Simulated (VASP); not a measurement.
Wanted: the native input for a VASP 6.6.1 run.

```yaml
Task: relaxation of cell and atoms
Functional: PBE
Potentials_or_basis: VASP PAW PBE potentials, release 64 (Zr_sv, Pd, S)
Cutoff: 600 eV
k_mesh: 4 × 4 × 4
Occupations: gaussian, width 0.1 eV
Spin: no spin polarisation
Dipole_correction: no
Further_INCAR_settings: ALGO = Normal; EDIFF = 1e-06; IBRION = 2; EDIFFG = -0.04; NSW = 90; ISIF = 3
```

The structure of Zr2PdS3 lies in POSCAR:

```
Zr2PdS3
1.0
    3.9556635700      0.0000000000      0.0000000000
    0.0000000000      3.9556635700      0.0000000000
    0.0000000000      0.0000000000      6.5799931600
Zr Pd S
2 1 3
Direct
    0.5000000000      0.0000000000      0.2671410100
    0.0000000000      0.5000000000      0.7328589900
    0.5000000000      0.5000000000      0.0000000000
    0.0000000000      0.0000000000      0.0000000000
    0.5000000000      0.0000000000      0.6756250300
    0.0000000000      0.5000000000      0.3243749700
```

These files were run (other wordings do the same):

INCAR

```
SYSTEM = Zr2PdS3
PREC = Accurate
ENCUT = 600
EDIFF = 1E-6
ISMEAR = 0
SIGMA = 0.1
LREAL = .False.
LASPH = .True.
NELM = 100
ALGO = Normal
ISIF = 3
LWAVE = .False.
LCHARG = .False.
GGA = PE
IBRION = 2
NSW = 90
EDIFFG = -0.04
```

KPOINTS

```
Automatic mesh
0
Gamma
  4 4 4
  0 0 0
```

Potentials or basis: VASP PAW PBE potentials, release 64 (Zr_sv, Pd, S).

Launch:

```bash
$ cat potpaw_PBE.64/Zr_sv/POTCAR potpaw_PBE.64/Pd/POTCAR potpaw_PBE.64/S/POTCAR > POTCAR
$ mpirun -np 1 vasp_std > vasp.out
```

Results of the run:

* Relaxed volume: 17.11 Å³/atom
* Relaxed cell: a = 3.638 Å, b = 3.638 Å, c = 7.757 Å, α = 90.00°, β = 90.00°, γ = 90.00°
* Space group after relaxing (to 0.05 Å): P-4m2 (No. 115)
* Energy gained by relaxing: 209.2 meV/atom
* Ionic steps: 14
* Pressure after relaxing: 0.3 GPa
* Largest force after relaxing: 0.021 eV/Å
* Band gap on the k mesh: zero (band 26 reaches 10.73 eV, above the bottom of band 27 at 8.28 eV)

Caveat: the k points lie up to 0.43 Å⁻¹ apart in the final cell.

Run time: 12 min on 1 thread of AMD EPYC 9R45 (Zen 5), with other jobs on the host, peak memory 0.24 GiB.
